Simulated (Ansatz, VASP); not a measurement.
**ZnSe: VASP beside Ansatz**

The input INCAR:

```
SYSTEM = ZnSe
PREC = Accurate
ENCUT = 520
EDIFF = 1E-6
ISMEAR = 0
SIGMA = 0.02
LREAL = .FALSE.
LASPH = .TRUE.
NELM = 60
ALGO = Normal
ISIF = 2
LWAVE = .FALSE.
LCHARG = .FALSE.
GGA = PE
NBANDS = 16
```

File KPOINTS:

```
regular mesh
0
G
  8 8 8
  0 0 0
```

The input POSCAR:

```
ZnSe
1.0
    0.0000000000      2.9584323749      2.9584323749
    2.9584323749      0.0000000000      2.9584323749
    2.9584323749      2.9584323749      0.0000000000
Zn Se
1 1
Direct
    0.0000000000      0.0000000000      0.0000000000
    0.2500000000      0.2500000000      0.2500000000
```

Input for Ansatz:

```yaml
crystal:
  lattice:
    - [0.0, 2.9584323749, 2.9584323749]
    - [2.9584323749, 0.0, 2.9584323749]
    - [2.9584323749, 2.9584323749, 0.0]
  atoms:
    - { symbol: Zn, position: [0.0, 0.0, 0.0] }
    - { symbol: Se, position: [0.25, 0.25, 0.25] }
basis:
  ecutwfc: 420
kpoints:
  mp_grid: { grid: [8, 8, 8] }
hamiltonian:
  xc: pbe
scf:
  occupations: { method: gaussian, width: 0.02 }
output:
  forces: true
  stress: true
  eigenvalues: true
```

Alike in both runs: task single point; functional PBE; k mesh 8 × 8 × 8; occupations gaussian, width 0.02 eV; no spin polarisation.

|  | VASP | Ansatz |
| --- | --- | --- |
| version | VASP 6.6.1 | Ansatz 0.2.0 |
| potentials or method | VASP PAW PBE potentials, release 64 (Zn, Se), cutoff 520 eV | scalar-relativistic, plane waves, PAW |
| valence electrons in the cell | 18 | 28 |

```csv
,VASP,Ansatz,Ansatz less VASP
gap on the k mesh at the Fermi level (eV),0.80,0.80,+0.001
least direct gap on the mesh (eV),0.80,0.80,+0.001
pressure (GPa),-4.2,-4.3,-0.14
```

VASP's potentials hold 18 valence electrons a cell and Ansatz's 28, so a difference there can come from the potentials and not from the codes.
